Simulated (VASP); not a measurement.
## Hf: single point with PBEsol

Crystal: Hf.

```xyz
2
Lattice="3.1593 0.0000 0.0000 -1.5797 2.7360 0.0000 0.0000 0.0000 4.9908" Properties=species:S:1:pos:R:3 pbc="T T T"
Hf    1.5797    0.9120    3.7431
Hf    0.0000    1.8240    1.2477
```

```yaml
Program: VASP 6.6.1
Task: single point
Functional: PBEsol
Potentials_or_basis: VASP PAW PBE potentials, release 64 (Hf_pv)
Cutoff: 520 eV
k_mesh: 10 × 10 × 5
Occupations: fermi-dirac, width 0.05 eV
Spin: no spin polarisation
```

The pressure is -0.4 GPa and the band gap on the k mesh is zero (band 10 reaches 6.18 eV, above the bottom of band 11 at 4.67 eV).

Stress tensor (GPa, compression positive):
```
-0.34  0.00  0.00
 0.00 -0.34  0.00
 0.00  0.00 -0.44
```

Levels at points of the mesh, in eV from the Fermi level:
```tsv
k point	band 7	band 8	band 9	band 10	band 11	band 12	band 13	band 14
(0.00, 0.00, 0.00)	-7.49	-3.81	0.84	1.20	1.20	1.51	2.06	2.06
(0.50, 0.00, 0.00)	-3.40	-2.86	-2.32	-0.71	0.78	0.95	1.77	6.14
```

It took 17 s on 1 thread of Intel(R) Xeon(R) Platinum 8488C (Sapphire Rapids) (shared host), peak memory 0.17 GiB.

Caveat: the PAW data sets were made with another functional, which shifts forces and pressure a little; spin-orbit coupling is left out, which moves the levels of the heavy elements.
